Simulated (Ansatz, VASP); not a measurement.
## Two plane-wave programs on K

```
K
1.0
     4.56115    0.00000    0.00000
    -2.28057    3.95007    0.00000
     0.00000    0.00000    7.41710
K
2
Cartesian
  0.0000 2.6334 1.8543
  2.2806 1.3167 5.5628
```

Alike in both runs: task single point; functional BLYP; k mesh 9 × 9 × 5; occupations fermi-dirac, width 0.1 eV; no spin polarisation.

```csv
,VASP,Ansatz
version,VASP 6.6.1,Ansatz 0.2.0
potentials or method,"VASP PAW PBE potentials, release 64 (K_sv), cutoff 520 eV","plane waves (420 eV) with PAW, scalar-relativistic"
valence electrons in the cell,18,18
```

```tsv
	VASP	Ansatz	Ansatz less VASP
pressure (GPa)	0.5	0.5	+0.01
traceless stress, the component that is largest in VASP (GPa)	0.06	0.05	0.000
```

VASP's potentials were made for PBE, not for BLYP. The functional is the same, so the differences come from potentials, cutoffs and numerics.
